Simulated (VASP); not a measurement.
Set up this calculation in VASP 6.6.1, as the native input.

```
Task                   : relaxation of cell and atoms
Functional             : r2SCAN
Potentials or basis    : VASP PAW PBE potentials, release 64 (Be, C)
Cutoff                 : 600 eV
k mesh                 : 6 × 6 × 4
Occupations            : gaussian, width 0.1 eV
Spin                   : no spin polarisation
Dipole correction      : no
Further INCAR settings : ALGO = Normal; EDIFF = 1e-06; IBRION = 2; EDIFFG = -0.04; NSW = 90; ISIF = 3
```

Crystal: Be2C3.

```
Be C
1.0
     3.01788    0.00000    0.00000
    -1.50894    2.61356    0.00000
     0.00000    0.00000    4.69533
Be C
2 3
Cartesian
  0.0000 1.7424 1.1504
  1.5089 0.8712 3.5450
  0.0000 0.0000 0.0000
  0.0000 1.7424 3.0285
  1.5089 0.8712 1.6668
```

The input as run:

POSCAR

```
Be2C3
1.0
    3.0178763344      0.0000000000      0.0000000000
   -1.5089381672      2.6135575711      0.0000000000
    0.0000000000      0.0000000000      4.6953253630
Be C
2 3
Direct
    0.3333333333      0.6666666667      0.2450000000
    0.6666666667      0.3333333333      0.7550000000
    0.0000000000      0.0000000000      0.0000000000
    0.3333333333      0.6666666667      0.6450000000
    0.6666666667      0.3333333333      0.3550000000
```

INCAR.step1

```
SYSTEM = Be2C3
ALGO = Normal ; EDIFF = 1E-4
ENCUT = 600 ; GGA = PE
ISMEAR = 0 ; LASPH = .TRUE.
LCHARG = .FALSE. ; LREAL = .FALSE.
LWAVE = .TRUE. ; NELM = 60
PREC = Accurate ; SIGMA = 0.1
```

INCAR.step2

```
SYSTEM = Be2C3
ALGO = Normal ; EDIFF = 1E-6
EDIFFG = -0.04 ; ENCUT = 600
IBRION = 2 ; ISIF = 3
ISMEAR = 0 ; ISTART = 1
LASPH = .TRUE. ; LCHARG = .FALSE.
LMIXTAU = .TRUE. ; LREAL = .FALSE.
LWAVE = .FALSE. ; METAGGA = R2SCAN
NELM = 60 ; NSW = 90
PREC = Accurate ; SIGMA = 0.1
```

KPOINTS

```
k-points
0
G
  6 6 4
  0 0 0
```

Potentials or basis: VASP PAW PBE potentials, release 64 (Be, C).

Run with:

```console
$ cat potpaw_PBE.64/Be/POTCAR potpaw_PBE.64/C/POTCAR > POTCAR
$ cp INCAR.step1 INCAR
$ mpirun -np 1 vasp_std > vasp.out
$ cp INCAR.step2 INCAR
$ mpirun -np 1 vasp_std > vasp.out
```

Results of the run:

| Quantity | Value |
| --- | --- |
| Relaxed volume | 7.23 Å³/atom |
| Relaxed cell | a = 2.650 Å, b = 2.650 Å, c = 5.947 Å, α = 90.00°, β = 90.00°, γ = 120.00° |
| Space group after relaxing (to 0.1 Å) | P-3m1 (No. 164) |
| Energy gained by relaxing | 1439.7 meV/atom |
| Ionic steps | 20 |
| Pressure after relaxing | 0.0 GPa |
| Band gap on the k mesh | zero (bands 8 and 9 overlap by 4.13 eV) |

Caveat: the k points lie up to 0.46 Å⁻¹ apart in the final cell, too coarse for converged energies and pressures of a metal; a cell axis changed by over 15 % at a fixed basis, so the end point is rough; the PAW data sets were made with another functional, which shifts forces and pressure a little.

It took 19 min on 1 thread of Intel Xeon 8259CL, with other jobs on the host, peak memory 0.17 GiB.
